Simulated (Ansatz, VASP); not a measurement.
## KSnCl3: VASP beside Ansatz

```xyz
5
Lattice="5.7062 0.0000 0.0000 0.0000 5.5400 0.0000 0.0000 0.0000 5.5400" Properties=species:S:1:pos:R:3 pbc="T T T"
K     0.0000    0.0000    0.0000
Sn    2.8531    2.7700    2.7700
Cl    2.8531    2.7700    0.0000
Cl    2.8531    0.0000    2.7700
Cl    0.0000    2.7700    2.7700
```

Change from the starting cell: uniaxial_x strain +3.0%.

Alike in both runs: task single point; functional r2SCAN; k mesh 6 × 6 × 6; no spin polarisation.

|  | VASP | Ansatz |
| --- | --- | --- |
| version | VASP 6.6.1 | Ansatz 0.2.0 |
| potentials or method | VASP PAW PBE potentials, release 64 (K_sv, Sn_d, Cl) | plane waves, PAW |
| plane-wave cutoff (eV) | 520 | 500 |
| occupations | gaussian, width 0.01 eV | fixed |
| valence electrons in the cell | 44 | 44 |

|  | VASP | Ansatz | Ansatz less VASP |
| --- | --- | --- | --- |
| gap on the k mesh at the Fermi level (eV) | 0.98 | 0.97 | -0.011 |
| pressure (GPa) | -0.8 | -0.8 | +0.04 |
| traceless stress, the component that is largest in VASP (GPa) | -0.80 | -0.79 | +0.006 |

VASP's potentials were made for PBE, not for r2SCAN.
